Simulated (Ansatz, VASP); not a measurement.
**SnO: VASP beside Ansatz**

```
Sn O
1.0
    -3.31561    0.00000    0.00000
     0.00000   -5.70500    0.00000
     0.00000   -1.90148   11.68249
Sn O
6 6
Direct
  0.00000 0.47168 0.88369
  0.00000 0.69388 0.21702
  0.00000 0.58278 0.55036
  0.50000 0.99480 0.71702
  0.50000 0.21700 0.05036
  0.50000 0.10590 0.38369
  0.00000 0.79815 0.94958
  0.00000 0.02035 0.28291
  0.00000 0.90925 0.61624
  0.50000 0.62441 0.78291
  0.50000 0.84661 0.11624
  0.50000 0.73551 0.44958
```

Alike in both runs: task single point; functional PBEsol; k mesh 8 × 5 × 3; occupations gaussian, width 0.05 eV; no spin polarisation.

|  | VASP | Ansatz |
| --- | --- | --- |
| version | VASP 6.6.1 | Ansatz 0.2.0 |
| potentials or method | VASP PAW PBE potentials, release 64 (Sn_d, O), cutoff 520 eV | scalar-relativistic, plane waves, PAW |
| valence electrons in the cell | 120 | 120 |

VASP gave:

| Item | Value |
| --- | --- |
| gap on the k mesh at the Fermi level (eV) | 0.01 |
| least direct gap on the mesh (eV) | 0.43 |
| pressure (GPa) | -0.6 |
| traceless stress, the component that is largest in VASP (GPa) | -5.34 |
| rms of the force components (eV/Å) | 1.002 |

Question: Estimate Ansatz's values.

Answer: gap on the k mesh at the Fermi level (eV): 0.01; least direct gap on the mesh (eV): 0.44; pressure (GPa): -0.9; traceless stress, the component that is largest in VASP (GPa): -5.43; rms of the force components (eV/Å): 1.022.

VASP's potentials were made for PBE, not for PBEsol. Atom by atom the forces differ by 0.036 eV/Å (rms over components).
